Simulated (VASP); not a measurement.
The system is AlN.

```
CELL_PARAMETERS angstrom
0.00000 1.93811 1.93811
1.93811 0.00000 1.93811
1.93811 1.93811 0.00000
ATOMIC_POSITIONS crystal
Al 0.00000 0.00000 0.00000
N 0.50000 0.50000 0.50000
```

This cell differs from its parent crystal: strain -4.0%.

Base run:

```yaml
Program: VASP 6.6.1
Functional: HSE06
Potentials_or_basis: VASP PAW PBE potentials, release 64 (Al, N)
Cutoff: 520 eV
k_mesh: 8 × 8 × 8
Occupations: gaussian, width 0.01 eV
Spin: no spin polarisation
```

Its results: band gap on the k mesh 6.42 eV (least direct gap 9.31 eV); pressure 41.3 GPa.

The run is repeated on the same cell with these changes: functional from HSE06 to PBE; k mesh from 8 × 8 × 8 to 6 × 6 × 6. What comes out?

Band gap on the k mesh 5.05 eV (least direct gap 7.63 eV); pressure 49.1 GPa.

Several settings changed at once.

Caveats: some runs use coarse meshes; the structure was generated, so it needn't be the stable form of AlN; the cell stands under pressure (at least some runs); the PAW data sets were made with another functional, which shifts forces and pressure a little (at least some runs).

A k mesh can miss the band edges.
